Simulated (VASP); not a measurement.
# Tm2CdC2 (P6/mmm) in VASP: notebook

Runs on Tm2CdC2. Level: PBE. Tasks: single point, relaxation of cell and atoms.

Everything below comes from runs of VASP 6.6.1. Logs are shortened: lines on timing, memory, paths and dates and some standing lists are left out, and cuts for length are marked.

### Step 1. The cell of the first run

Symmetry: P6/mmm, No. 191, hexagonal system. Conventional cell: a = 4.933 Å, b = 4.933 Å, c = 4.732 Å, α = 90.00°, β = 90.00°, γ = 120.00°. Tm (site symmetry -6m2) has 2 C at 2.37 Å and 3 Tm at 2.85 Å within 3.1 Å. Cd (site symmetry 6/mmm) has 6 C at 2.85 Å and 12 Tm at 3.70 Å within 3.8 Å. Within 3.1 Å of C (site symmetry -6m2) lie 2 Tm at 2.37 Å and 3 C at 2.85 Å and 3 Cd at 2.85 Å.

The cell was generated, and may not be a known phase.

### Step 2. Single point, PBE

Input file INCAR:

```
SYSTEM = Tm2CdC2
PREC = Accurate ; ENCUT = 600
EDIFF = 1E-6 ; ISMEAR = 0
SIGMA = 0.1 ; LREAL = .FALSE.
LASPH = .TRUE. ; NELM = 200
ALGO = Normal ; ISIF = 2
LWAVE = .FALSE. ; LCHARG = .FALSE.
GGA = PE ; NBANDS = 27
GGA_COMPAT = .FALSE. ; LMAXMIX = 6
```

Input file KPOINTS:

```
Automatic mesh
0
G
  6 6 4
  0 0 0
```

Input file POSCAR:

```
Tm2CdC2
1.0
    4.9332372500      0.0000000000      0.0000000000
   -2.4666186300      4.2723087800      0.0000000000
    0.0000000000      0.0000000000      4.7320410000
Tm Cd C
2 1 2
Direct
    0.3333333300      0.6666666700      0.0000000000
    0.6666666700      0.3333333300      0.0000000000
    0.0000000000      0.0000000000      0.5000000000
    0.3333333300      0.6666666700      0.5000000000
    0.6666666700      0.3333333300      0.5000000000
```

Potentials or basis: VASP PAW PBE potentials, release 64 (Tm_3, Cd, C), 4f in core.

Command:

```console
$ cat potpaw_PBE.64/Tm_3/POTCAR potpaw_PBE.64/Cd/POTCAR potpaw_PBE.64/C/POTCAR > POTCAR
$ mpirun -np 1 vasp_std > vasp.out
```

OUTCAR:

```text
SYSTEM = Tm2CdC2
   PREC = Accurate
   ENCUT = 600
   EDIFF = 1E-6
   ISMEAR = 0
   LREAL = .FALSE.
   LASPH = .TRUE.
   NELM = 200
   ISIF = 2
   GGA = PE

 ion  position               nearest neighbor table
   1  0.333  0.667  0.000-   4 2.37   4 2.37   2 2.85   2 2.85   2 2.85   3 3.70   3 3.70   3 3.70
                             3 3.70   3 3.70   3 3.70
   2  0.667  0.333  0.000-   5 2.37   5 2.37   1 2.85   1 2.85   1 2.85   3 3.70   3 3.70   3 3.70
                             3 3.70   3 3.70   3 3.70
   3  0.000  0.000  0.500-   4 2.85   5 2.85   5 2.85   4 2.85   5 2.85   4 2.85   1 3.70   2 3.70
                             1 3.70   2 3.70   2 3.70   1 3.70   2 3.70   1 3.70   2 3.70   1 3.70
   4  0.333  0.667  0.500-   1 2.37   1 2.37   3 2.85   3 2.85   3 2.85
   5  0.667  0.333  0.500-   2 2.37   2 2.37   3 2.85   3 2.85   3 2.85

  LATTYP: Found a hexagonal cell.
 ALAT       =     4.9332372500
 C/A-ratio  =     0.9592161820

  Lattice vectors:

 A1 = (   4.9332372500,   0.0000000000,   0.0000000000)
 A2 = (  -2.4666186300,   4.2723087800,   0.0000000000)
 A3 = (   0.0000000000,   0.0000000000,   4.7320410000)

Analysis of symmetry for initial positions (statically):
=====================================================================
 Subroutine PRICEL returns:
 Original cell was already a primitive cell.

 Routine SETGRP: Setting up the symmetry group for a
 hexagonal supercell.

 Subroutine GETGRP returns: Found 24 space group operations
 (whereof 24 operations were pure point group operations)
 out of a pool of 24 trial point group operations.

The static configuration has the point symmetry D_6h.

Analysis of symmetry for dynamics (positions and initial velocities):
=====================================================================
 Subroutine PRICEL returns:
 Original cell was already a primitive cell.

 Routine SETGRP: Setting up the symmetry group for a
 hexagonal supercell.

 Subroutine GETGRP returns: Found 24 space group operations
 (whereof 24 operations were pure point group operations)
 out of a pool of 24 trial point group operations.

The dynamic configuration has the point symmetry D_6h.

 Subroutine INISYM returns: Found 24 space group operations
 (whereof 24 operations are pure point group operations),
 and found     1 'primitive' translations

----------------------------------------------------------------------------------------

                                     Primitive cell

  volume of cell :      99.7340

  direct lattice vectors                    reciprocal lattice vectors
     4.933237250  0.000000000  0.000000000     0.202706651  0.117032740  0.000000000
    -2.466618630  4.272308780  0.000000000     0.000000000  0.234065479  0.000000000
     0.000000000  0.000000000  4.732041000     0.000000000  0.000000000  0.211325303

  length of vectors
     4.933237250  4.933237251  4.732041000     0.234065479  0.234065479  0.211325303

  position of ions in fractional coordinates (direct lattice)
     0.333333330  0.666666670  0.000000000
     0.666666670  0.333333330  0.000000000
     0.000000000  0.000000000  0.500000000
     0.333333330  0.666666670  0.500000000
     0.666666670  0.333333330  0.500000000

  ion indices of the primitive-cell ions
   primitive index   ion index
                 1           1
                 2           2
                 3           3
                 4           4
                 5           5

----------------------------------------------------------------------------------------

 KPOINTS: Automatic mesh

Automatic generation of k-mesh.
 Grid dimensions read from file:
 generate k-points for:    6    6    4

 Generating k-lattice:

  Cartesian coordinates                     Fractional coordinates (reciprocal lattice)
     0.033784442  0.019505457  0.000000000     0.166666667  0.000000000  0.000000000
     0.000000000  0.039010913  0.000000000     0.000000000  0.166666667  0.000000000
     0.000000000  0.000000000  0.052831326     0.000000000  0.000000000  0.250000000

  Length of vectors
     0.039010913  0.039010913  0.052831326

  Shift w.r.t. Gamma in fractional coordinates (k-lattice)
     0.000000000  0.000000000  0.000000000

 Subroutine IBZKPT returns following result:
 ===========================================

 Found     21 irreducible k-points:

 Following reciprocal coordinates:
            Coordinates               Weight
  0.000000  0.000000  0.000000      1.000000
  0.166667 -0.000000  0.000000      6.000000
  0.333333 -0.000000  0.000000      6.000000
  0.500000  0.000000  0.000000      3.000000
  0.166667  0.166667  0.000000      6.000000
  0.333333  0.166667  0.000000     12.000000
[... 13 lines left out ...]
  0.333333  0.166667  0.500000     12.000000
  0.333333  0.333333  0.500000      2.000000
   k-points           NKPTS =     21   k-points in BZ     NKDIM =     21   number of bands    NBANDS=     27
   number of dos      NEDOS =    301   number of ions     NIONS =      5
   total plane-waves  NPLWV =  64000
   dimension x,y,z NGX =    40 NGY =   40 NGZ =   40
   dimension x,y,z NGXF=    80 NGYF=   80 NGZF=   80
   ions per type =               2   1   2
   NGX,Y,Z   is equivalent  to a cutoff of  13.48, 13.48, 14.05 a.u.
   NGXF,Y,Z  is equivalent  to a cutoff of  26.96, 26.96, 28.11 a.u.
 SYSTEM =  Tm2CdC2
   PREC   = accura    normal or accurate (medium, high low for compatibility)
   ISTART =      0    job   : 0-new  1-cont  2-samecut
   ICHARG =      2    charge: 1-file 2-atom 10-const
   ISPIN  =      1    spin polarized calculation?
   LNONCOLLINEAR =      F non collinear calculations
   LSORBIT =      F    spin-orbit coupling
   LASPH  =      T    aspherical Exc in radial PAW
   ENCUT  =  600.0 eV  44.10 Ry    6.64 a.u.   9.85  9.85  9.45*2*pi/ulx,y,z
   NELM   =    200;   NELMIN=  2; NELMDL= -5     # of ELM steps
   EDIFF  = 0.1E-05   stopping-criterion for ELM
   LREAL  =      F    real-space projection
   EDIFFG = 0.1E-04   stopping-criterion for IOM
   NSW    =      0    number of steps for IOM
   IBRION =     -1    ionic relax: 0-MD 1-quasi-New 2-CG
   NFREE  =      0    steps in history (QN), initial steepest desc. (CG)
   ISIF   =      2    stress and relaxation
   ISYM   =      2    0-nonsym 1-usesym 2-fastsym
   POTIM  = 0.5000    time-step for ionic-motion
   TEBEG  =    0.0;   TEEND  =   0.0 temperature during run
   PSTRESS=    0.0 pullay stress
   NELECT =      38.0000    total number of electrons
   NUPDOWN=      -1.0000    fix difference up-down
   EMIN   =  10.00;   EMAX   =-10.00  energy-range for DOS
   EFERMI =   0.00;   METHOD = LEGACY
   ISMEAR =     0;   SIGMA  =   0.10  broadening in eV -4-tet -1-fermi 0-gaus
   EFERMI_NEDOS =   21; number of points for ismear=-14 and -15
   IALGO  =     38    algorithm
   IMIX   =      4    mixing-type and parameters
     AMIX     =   0.40;   BMIX     =  1.00
     AMIX_MAG =   1.60;   BMIX_MAG =  1.00
  volume/ion in A,a.u.               =      19.95       134.61
  Fermi-wavevector in a.u.,A,eV,Ry     =   1.186829  2.242782 19.164679  1.408564
  Thomas-Fermi vector in A             =   2.322994
   LORBIT       =      0    0 simple, 1 ext, 2 COOP (PROOUT), +10 PAW based schemes
   GGA     = PE    functional components
   LHFCALC =     F    Hartree Fock is set to
   AEXX    =    0.0000 exact exchange contribution
   IVDW    =     0    specifies the selected vdW correction
   LEPSILON=     F    determine dielectric tensor
   LRPA    =     F    only Hartree local field effects (RPA)
 non-spin polarized calculation
 Gauss-broadening in eV      SIGMA  =   0.10
  energy-cutoff  :      600.00
  volume of cell :       99.73
 maximum number of plane-waves:      3348
 NGX is ok and might be reduce to    40
   NGX = 19   NGY = 19   NGZ = 19

 number of electron      38.0000003 magnetization

 Free energy of the ion-electron system (eV)
  ---------------------------------------------------
  ext. energy  EPLUGINS =         0.00000000
  ---------------------------------------------------
  free energy    TOTEN  =       -20.03969431 eV

  energy without entropy =      -20.02296511  energy(sigma->0) =      -20.03132971

 E-fermi :   2.5894     XC(G=0): -10.3159

 val. band max:        2.5526783581   @ k =   0.3333   0.3333   0.0000
 cond. band min:       2.6186492674   @ k =   0.0000   0.0000   0.5000
 fundamental gap:      0.0659709093
 Fermi energy:         2.5893854684

 k-point     1 :       0.0000    0.0000    0.0000
  band No.  band energies     occupation
      1     -23.1695      2.00000
      2     -23.1695      2.00000
      3     -22.2629      2.00000
      4     -22.0426      2.00000
      5     -22.0426      2.00000
      6     -21.9264      2.00000
[... 19 lines left out ...]
     26       5.6470      0.00000
     27       5.6470      0.00000

 k-point     2 :       0.1667   -0.0000    0.0000
  band No.  band energies     occupation
      1     -23.1955      2.00000
      2     -23.1184      2.00000
      3     -22.2434      2.00000
      4     -22.1001      2.00000
      5     -22.0115      2.00000
      6     -21.9467      2.00000
[... 19 lines left out ...]
     26       6.1892      0.00000
     27       6.1961      0.00000

 k-point     3 :       0.3333   -0.0000    0.0000
  band No.  band energies     occupation
      1     -23.2437      2.00000
      2     -22.9948      2.00000
      3     -22.2360      2.00000
      4     -22.1930      2.00000
      5     -21.9987      2.00000
      6     -21.9528      2.00000
[... 504 lines left out ...]
      1     -23.2862      2.00000
      2     -22.8534      2.00000
      3     -22.3804      2.00000
      4     -22.1823      2.00000
      5     -22.0656      2.00000
      6     -21.9006      2.00000
[... 19 lines left out ...]
     26       6.5322      0.00000
     27       7.3037      0.00000

 k-point    21 :       0.3333    0.3333    0.5000
  band No.  band energies     occupation
      1     -23.3156      2.00000
      2     -22.6189      2.00000
      3     -22.6189      2.00000
      4     -22.1241      2.00000
      5     -22.1241      2.00000
      6     -21.8674      2.00000
[... 19 lines left out ...]
     26       6.2066      0.00000
     27       6.4415      0.00000

------------------------ aborting loop because EDIFF is reached ----------------------------------------

  FORCE on cell =-STRESS in cart. coord.  units (eV):
  Direction    XX          YY          ZZ          XY          YZ          ZX
  --------------------------------------------------------------------------------------
  -------------------------------------------------------------------------------------
  Total        2.2078687      2.2078687     -4.6285236     -0.0000000      0.0000000      0.0000000
  in kB       35.4683266     35.4683266    -74.3549574     -0.0000000      0.0000000      0.0000000
  external PRESSURE =      -1.1394348 kB  Pullay stress =       0.0000000 kB

 VOLUME and BASIS-vectors are now :
 -----------------------------------------------------------------------------
  energy-cutoff  :      600.00
  volume of cell :       99.73
      direct lattice vectors                 reciprocal lattice vectors
     4.933237250  0.000000000  0.000000000     0.202706651  0.117032740  0.000000000
    -2.466618630  4.272308780  0.000000000     0.000000000  0.234065479  0.000000000
     0.000000000  0.000000000  4.732041000     0.000000000  0.000000000  0.211325303

 POSITION                                       TOTAL-FORCE (eV/Angst)
 -----------------------------------------------------------------------------------
     -0.00000      2.84821      0.00000        -0.000000      0.000000      0.000000
      2.46662      1.42410      0.00000         0.000000      0.000000      0.000000
      0.00000      0.00000      2.36602         0.000000      0.000000      0.000000
     -0.00000      2.84821      2.36602         0.000000      0.000000      0.000000
      2.46662      1.42410      2.36602        -0.000000      0.000000     -0.000000
 -----------------------------------------------------------------------------------
    total drift:                                0.000000     -0.000000      0.000000

  FREE ENERGIE OF THE ION-ELECTRON SYSTEM (eV)
  ---------------------------------------------------
  free  energy   TOTEN  =       -20.0396943064 eV

  energy  without entropy=      -20.0229651148  energy(sigma->0) =      -20.03132971
```

Run time: 40 s. Hardware: 1 thread of AMD EPYC 9R45 (Zen 5), shared host; peak memory 0.25 GiB.

What came out:

```
Free energy            : -20.0397 eV
Pressure               : -0.1 GPa
Band gap on the k mesh : zero (bands 19 and 20 overlap by 0.98 eV)
```

Caveat: the stress differs along the axes, from -7 to 4 GPa; spin-orbit coupling is left out, which moves the levels of the heavy elements; the 4f electrons are frozen in the core, so they carry no moment and show no levels. Spin polarisation is off, so any magnetic state and its effect on volume and gap are missing.

(Continued in part 2 of 3.)

The gap in the log of VASP goes by the Fermi energy; the results here count the filled bands.